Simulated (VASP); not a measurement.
# ZnSe (F-43m) in VASP: relaxation of cell and atoms with r2SCAN

Aim: the relaxation of cell and atoms of ZnSe with r2SCAN.

Program: VASP 6.6.1. These are calculated values, not measurements. Logs are shortened: lines on timing, memory, paths and dates and some standing lists are left out, and cuts for length are marked.

## 1. The cell of the first run

Symmetry: F-43m, No. 216, cubic system. Conventional cell: a = 5.665 Å, b = 5.665 Å, c = 5.665 Å, α = 90.00°, β = 90.00°, γ = 90.00°. Within 3.2 Å of Zn (site symmetry -43m) lie 4 Se at 2.45 Å. Within 3.2 Å of Se (site symmetry -43m) lie 4 Zn at 2.45 Å.

## 2. Relaxation of cell and atoms, r2SCAN

The input, POSCAR:

```
ZnSe
1.0
    0.0000000000      2.8324425400      2.8324425400
    2.8324425400      0.0000000000      2.8324425400
    2.8324425400      2.8324425400      0.0000000000
Zn Se
1 1
Direct
    0.0000000000      0.0000000000      0.0000000000
    0.2500000000      0.2500000000      0.2500000000
```

The input, INCAR.step1:

```
SYSTEM = ZnSe
PREC     = Accurate       ! precision mode
ENCUT    = 600            ! plane-wave cutoff, eV
ISMEAR   = 0              ! smearing method
SIGMA    = 0.02           ! smearing width, eV
LREAL    = .False.        ! projectors in reciprocal space
LASPH    = .True.         ! aspherical terms in the spheres
NELM     = 100            ! most SCF steps
GGA      = PE             ! functional
ALGO     = Normal         ! electronic algorithm
EDIFF    = 1E-4           ! SCF threshold, eV
LWAVE    = .True.         ! write WAVECAR
LCHARG   = .False.        ! write CHGCAR
```

The input, INCAR.step2:

```
SYSTEM = ZnSe
PREC     = Accurate       ! precision mode
ENCUT    = 600            ! plane-wave cutoff, eV
EDIFF    = 1E-7           ! SCF threshold, eV
ISMEAR   = 0              ! smearing method
SIGMA    = 0.02           ! smearing width, eV
LREAL    = .False.        ! projectors in reciprocal space
LASPH    = .True.         ! aspherical terms in the spheres
NELM     = 100            ! most SCF steps
ALGO     = Normal         ! electronic algorithm
ISIF     = 3              ! what is computed and relaxed
LWAVE    = .False.        ! write WAVECAR
LCHARG   = .False.        ! write CHGCAR
METAGGA  = R2SCAN         ! meta-GGA
LMIXTAU  = .True.       
IBRION   = 2              ! ionic algorithm
NSW      = 100            ! ionic steps
EDIFFG   = -0.005         ! ionic threshold
ISTART   = 1
```

The input, KPOINTS:

```
Automatic mesh
0
Gamma
  8 8 8
  0 0 0
```

Potentials or basis: VASP PAW PBE potentials, release 64 (Zn, Se).

Launch:

```bash
cat potpaw_PBE.64/Zn/POTCAR potpaw_PBE.64/Se/POTCAR > POTCAR
cp INCAR.step1 INCAR
mpirun -np 1 vasp_std > vasp.out
cp INCAR.step2 INCAR
mpirun -np 1 vasp_std > vasp.out
```

OUTCAR:

```text
SYSTEM = ZnSe
   PREC = Accurate
   ENCUT = 600
   EDIFF = 1E-7
   ISMEAR = 0
   LREAL = .False.
   LASPH = .True.
   NELM = 100
   ISIF = 3
   METAGGA = R2SCAN
   IBRION = 2
   NSW = 100
   EDIFFG = -0.005
   ISTART = 1

 ion  position               nearest neighbor table
   1  0.000  0.000  0.000-   2 2.45   2 2.45   2 2.45   2 2.45
   2  0.250  0.250  0.250-   1 2.45   1 2.45   1 2.45   1 2.45

  LATTYP: Found a face centered cubic cell.
 ALAT       =     5.6648850800

  Lattice vectors:

 A1 = (   0.0000000000,   2.8324425400,   2.8324425400)
 A2 = (   2.8324425400,   0.0000000000,   2.8324425400)
 A3 = (   2.8324425400,   2.8324425400,   0.0000000000)

Analysis of symmetry for initial positions (statically):
=====================================================================
 Subroutine PRICEL returns:
 Original cell was already a primitive cell.

 Routine SETGRP: Setting up the symmetry group for a
 face centered cubic supercell.

 Subroutine GETGRP returns: Found 24 space group operations
 (whereof 24 operations were pure point group operations)
 out of a pool of 48 trial point group operations.

The static configuration has the point symmetry T_d .

Analysis of symmetry for dynamics (positions and initial velocities):
=====================================================================
 Subroutine PRICEL returns:
 Original cell was already a primitive cell.

 Routine SETGRP: Setting up the symmetry group for a
 face centered cubic supercell.

 Subroutine GETGRP returns: Found 24 space group operations
 (whereof 24 operations were pure point group operations)
 out of a pool of 48 trial point group operations.

The dynamic configuration has the point symmetry T_d .

 Subroutine INISYM returns: Found 24 space group operations
 (whereof 24 operations are pure point group operations),
 and found     1 'primitive' translations

----------------------------------------------------------------------------------------

                                     Primitive cell

  volume of cell :      45.4478

  direct lattice vectors                    reciprocal lattice vectors
     0.000000000  2.832442540  2.832442540    -0.176526088  0.176526088  0.176526088
[... 149 lines left out ...]
  energy-cutoff  :      600.00
  volume of cell :       45.45
      direct lattice vectors                 reciprocal lattice vectors
     0.000000000  2.832442540  2.832442540    -0.176526088  0.176526088  0.176526088
     2.832442540  0.000000000  2.832442540     0.176526088 -0.176526088  0.176526088
     2.832442540  2.832442540  0.000000000     0.176526088  0.176526088 -0.176526088

 POSITION                                       TOTAL-FORCE (eV/Angst)
 -----------------------------------------------------------------------------------
      0.00000      0.00000      0.00000        -0.000000      0.000000      0.000000
      1.41622      1.41622      1.41622         0.000000     -0.000000     -0.000000
 -----------------------------------------------------------------------------------
    total drift:                                0.000026      0.000026      0.000026

  FREE ENERGIE OF THE ION-ELECTRON SYSTEM (eV)
  ---------------------------------------------------
  free  energy   TOTEN  =       -24.9106973423 eV

  energy  without entropy=      -24.9106973423  energy(sigma->0) =      -24.91069734

--------------------------------------- Ionic step        2  -------------------------------------------

 number of electron      17.9999991 magnetization

 Free energy of the ion-electron system (eV)
  ---------------------------------------------------
  ext. energy  EPLUGINS =         0.00000000
  ---------------------------------------------------
  free energy    TOTEN  =       -24.91067725 eV

  energy without entropy =      -24.91067725  energy(sigma->0) =      -24.91067725

 E-fermi :   1.4310     XC(G=0):  -9.9191

 val. band max:        1.2969638273   @ k =   0.0000   0.0000   0.0000
 cond. band min:       3.1637813670   @ k =   0.0000   0.0000   0.0000
 fundamental gap:      1.8668175397
 Fermi energy:         1.4310415364

 k-point     1 :       0.0000    0.0000    0.0000
  band No.  band energies     occupation
      1     -12.4155      2.00000
      2      -5.3976      2.00000
      3      -5.3976      2.00000
      4      -5.3976      2.00000
      5      -4.9899      2.00000
      6      -4.9899      2.00000
      7       1.2969      2.00000
      8       1.2970      2.00000
      9       1.2970      2.00000
     10       3.1638      0.00000
     11       7.6127      0.00000
     12       7.6128      0.00000
     13       7.6128      0.00000
[... 354 lines left out ...]
  band No.  band energies     occupation
      1     -11.4646      2.00000
      2      -5.2824      2.00000
      3      -5.2461      2.00000
      4      -5.0247      2.00000
      5      -4.9839      2.00000
      6      -4.7842      2.00000
      7      -3.6496      2.00000
      8      -1.1312      2.00000
      9      -0.1903      2.00000
     10       6.0269      0.00000
     11       7.2608      0.00000
     12       9.2568      0.00000
     13      10.5325      0.00000

 [... further k-points ...]

------------------------ aborting loop because EDIFF is reached ----------------------------------------

  FORCE on cell =-STRESS in cart. coord.  units (eV):
  Direction    XX          YY          ZZ          XY          YZ          ZX
  --------------------------------------------------------------------------------------
  -------------------------------------------------------------------------------------
  Total       -0.0077485     -0.0077485     -0.0077485     -0.0000000      0.0000000      0.0000000
  in kB       -0.2727312     -0.2727312     -0.2727312     -0.0000000      0.0000000      0.0000000
  external PRESSURE =      -0.2727312 kB  Pullay stress =       0.0000000 kB

 VOLUME and BASIS-vectors are now :
 -----------------------------------------------------------------------------
  energy-cutoff  :      600.00
  volume of cell :       45.52
      direct lattice vectors                 reciprocal lattice vectors
    -0.000000000  2.833917276  2.833917276    -0.176434226  0.176434226  0.176434226
     2.833917276 -0.000000000  2.833917276     0.176434226 -0.176434226  0.176434226
     2.833917276  2.833917276  0.000000000     0.176434226  0.176434226 -0.176434226

 POSITION                                       TOTAL-FORCE (eV/Angst)
 -----------------------------------------------------------------------------------
      2.83392     -0.00000      2.83392        -0.000000     -0.000000      0.000000
      1.41696      1.41696      1.41696         0.000000      0.000000     -0.000000
 -----------------------------------------------------------------------------------
    total drift:                                0.000026      0.000026      0.000026

  FREE ENERGIE OF THE ION-ELECTRON SYSTEM (eV)
  ---------------------------------------------------
  free  energy   TOTEN  =       -24.9106772476 eV

  energy  without entropy=      -24.9106772476  energy(sigma->0) =      -24.91067725

 reached required accuracy - stopping structural energy minimisation
```

OSZICAR.step1:

```text
N       E                     dE             d eps       ncg     rms          rms(c)
DAV:   1     0.918509359374E+02    0.91851E+02   -0.96635E+03   754   0.173E+03
DAV:   2    -0.219323122067E+00   -0.92070E+02   -0.88174E+02   834   0.296E+02
DAV:   3    -0.624471458164E+01   -0.60254E+01   -0.59965E+01   924   0.729E+01
DAV:   4    -0.630693017630E+01   -0.62216E-01   -0.62196E-01   839   0.809E+00
DAV:   5    -0.630726371574E+01   -0.33354E-03   -0.33353E-03   894   0.549E-01    0.476E+00
DAV:   6    -0.603611986636E+01    0.27114E+00   -0.69572E-01  1079   0.295E+01    0.364E+00
DAV:   7    -0.601854923726E+01    0.17571E-01   -0.19404E-01   824   0.446E+00    0.153E+00
DAV:   8    -0.601855539791E+01   -0.61607E-05   -0.43448E-03   943   0.680E-01    0.469E-01
DAV:   9    -0.601880272091E+01   -0.24732E-03   -0.11140E-03   834   0.304E-01    0.687E-02
DAV:  10    -0.601888987644E+01   -0.87156E-04   -0.14407E-04   785   0.123E-01
   1 F= -.60188899E+01 E0= -.60188899E+01  d E =-.517045E-14
```

Wall time 50 s (1 thread of Intel Xeon 6975P-C (Granite Rapids), shared host); peak memory 0.21 GiB.

Results:

```yaml
Free_energy: -24.9107 eV
Relaxed_volume: 22.76 Å³/atom
Relaxed_cell: a = 4.008 Å, b = 4.008 Å, c = 4.008 Å, α = 60.00°, β = 60.00°, γ = 60.00°
Space_group_after_relaxing_to_0.05_Å: F-43m (No. 216)
Energy_gained_by_relaxing: 0.0 meV/atom
Ionic_steps: 2
Pressure_after_relaxing: 0.0 GPa
Band_gap_on_the_k_mesh: 1.87 eV, direct
```

Final structure:
```xyz
2
Lattice="0.0000 2.8339 2.8339 2.8339 0.0000 2.8339 2.8339 2.8339 0.0000" Properties=species:S:1:pos:R:3 pbc="T T T"
Zn    2.8339    0.0000    2.8339
Se    1.4170    1.4170    1.4170
```

Caveat: the PAW data sets were made with another functional, which shifts forces and pressure a little. r2SCAN opens gaps a little over a GGA but as a rule still falls short of measured ones.
